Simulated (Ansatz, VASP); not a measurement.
Two plane-wave programs on ZrSi2

POSCAR

```
ZrSi2
1.0
    5.4361909052      0.0000000000      0.0000000000
    0.0000000000      5.4361909052      0.0000000000
    0.0000000000      0.0000000000      3.5014560054
Zr Si
2 4
Direct
    0.0000000000      0.0000000000      0.0000000000
    0.5000000000      0.5000000000      0.5000000000
    0.3060000000      0.3060000000      0.0000000000
    0.1940000000      0.8060000000      0.5000000000
    0.6940000000      0.6940000000      0.0000000000
    0.8060000000      0.1940000000      0.5000000000
```

Contents of INCAR.step1:

```
  PREC = Accurate
  ENCUT = 520
  ISMEAR = 0
  SIGMA = 0.1
  LREAL = False
  LASPH = True
  NELM = 80
  NBANDS = 29
  GGA = PE
  ALGO = Normal
  EDIFF = 1E-4
  LWAVE = True
  LCHARG = False
```

INCAR.step2

```
  PREC = Accurate
  ENCUT = 520
  EDIFF = 1E-7
  ISMEAR = 0
  SIGMA = 0.1
  LREAL = False
  LASPH = True
  NELM = 80
  ALGO = Normal
  ISIF = 2
  LWAVE = False
  LCHARG = False
  METAGGA = R2SCAN
  LMIXTAU = True
  NBANDS = 29
  ISTART = 1
```

The input KPOINTS:

```
Automatic mesh
0
Gamma
  4 4 6
```

Input for Ansatz:

```yaml
crystal:
  lattice:
    - [5.4361909052, 0.0, 0.0]
    - [0.0, 5.4361909052, 0.0]
    - [0.0, 0.0, 3.5014560054]
  atoms:
    - { symbol: Zr, position: [0.0, 0.0, 0.0] }
    - { symbol: Zr, position: [0.5, 0.5, 0.5] }
    - { symbol: Si, position: [0.306, 0.306, 0.0] }
    - { symbol: Si, position: [0.194, 0.806, 0.5] }
    - { symbol: Si, position: [0.694, 0.694, 0.0] }
    - { symbol: Si, position: [0.806, 0.194, 0.5] }
basis:
  ecutwfc: 500
kpoints:
  mp_grid: { grid: [4, 4, 6] }
hamiltonian:
  xc: r2scan
scf:
  occupations: { method: gaussian, width: 0.1 }
  lower_state_search: "off"
output:
  forces: true
  stress: true
  eigenvalues: true
```

Alike in both runs: task single point; functional r2SCAN; k mesh 4 × 4 × 6; occupations gaussian, width 0.1 eV; no spin polarisation.

|  | VASP | Ansatz |
| --- | --- | --- |
| version | VASP 6.6.1 | Ansatz 0.2.0 |
| potentials or method | VASP PAW PBE potentials, release 64 (Zr_sv, Si), cutoff 520 eV | scalar-relativistic, plane waves, PAW |
| valence electrons in the cell | 40 | 40 |

```tsv
	VASP	Ansatz	Ansatz less VASP
gap on the k mesh at the Fermi level (eV)	none	none	-
rms of the force components (eV/Å)	0.965	0.964	-0.0011
```

VASP's potentials were made for PBE, not for r2SCAN. Atom by atom the forces differ by 0.001 eV/Å (rms over components). A gap of «none» marks a metal or a gap that the smearing closes.
